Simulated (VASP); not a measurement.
A run of VASP 6.6.1:

File INCAR:

```
  ALGO = Normal
  EDIFF = 1E-6
  ENCUT = 600
  GGA = PE
  GGA_COMPAT = False
  ISIF = 2
  ISMEAR = 0
  LASPH = True
  LCHARG = False
  LREAL = False
  LWAVE = False
  NBANDS = 11
  NELM = 120
  PREC = Accurate
  SIGMA = 0.1
```

File KPOINTS:

```
k-points
0
Gamma
  3 3 3
```

Contents of POSCAR:

```
BN
1.0
    0.0000000000      1.8130010000      1.8130010000
    1.8130010000      0.0000000000      1.8130010000
    1.8130010000      1.8130010000      0.0000000000
B N
1 1
Direct
    0.0000000000      0.0000000000      0.0000000000
    0.7500000000      0.7500000000      0.7500000000
```

Potentials or basis: VASP PAW PBE potentials, release 64 (B, N).

Command:

```bash
$ cat potpaw_PBE.64/B/POTCAR potpaw_PBE.64/N/POTCAR > POTCAR
$ mpirun -np 1 vasp_std > vasp.out
```

Hardware: 1 thread of AMD EPYC 7R13, with other jobs on the host.

Problem. Estimate the wall time of this run.

Solution. Run time: 2.9 s on 1 thread of AMD EPYC 7R13, on a shared host, peak memory 0.08 GiB. Counts: scf iterations 12, k points 4.
